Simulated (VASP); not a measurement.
Runs of VASP 6.6.1 on Bi. The structure is that of space group R-3m (No. 166), or close to it. The cells are those of the table. 

| task | cell | gap on the mesh (eV) | pressure (GPa) | largest force (eV/Å) |
| --- | --- | --- | --- | --- |
| single point | a = 4.818, b = 4.717, c = 4.702 Å, angles 57.2, 57.6, 56.9°, 2 atoms | none | -0.7 | 0.18 |
| single point | a = 4.779 Å, angles 56.8°, 2 atoms | none | -1.1 | 0.06 |
| electric field gradients | a = 4.808 Å, angles 57.2°, 2 atoms | none | (a) | 0.05 |
| electric field gradients | a = 4.762 Å, angles 57.2°, 2 atoms | none | -1.2 | 0.07 |
| electric field gradients | a = 4.839 Å, angles 57.2°, 2 atoms | none | (b) | 0.13 |

Alike in all rows: level PBEsol; potentials or basis VASP PAW PBE potentials, release 64 (Bi_d); no spin polarisation; k mesh 10 × 10 × 10; cutoff (eV) 520; smearing fermi-dirac 0.03 eV.

Q: Estimate the missing entries.

A: (a) -2.4; (b) -3.1.

Caveats: the PAW data sets were made with another functional, which shifts forces and pressure a little; spin-orbit coupling is left out, which moves the levels of the heavy elements; the cell stands under tension (at least some runs).

A k mesh can miss the band edges, and the runs leave out spin-orbit coupling on Bi.

A gap of «none» marks levels without a gap at the run's occupations.
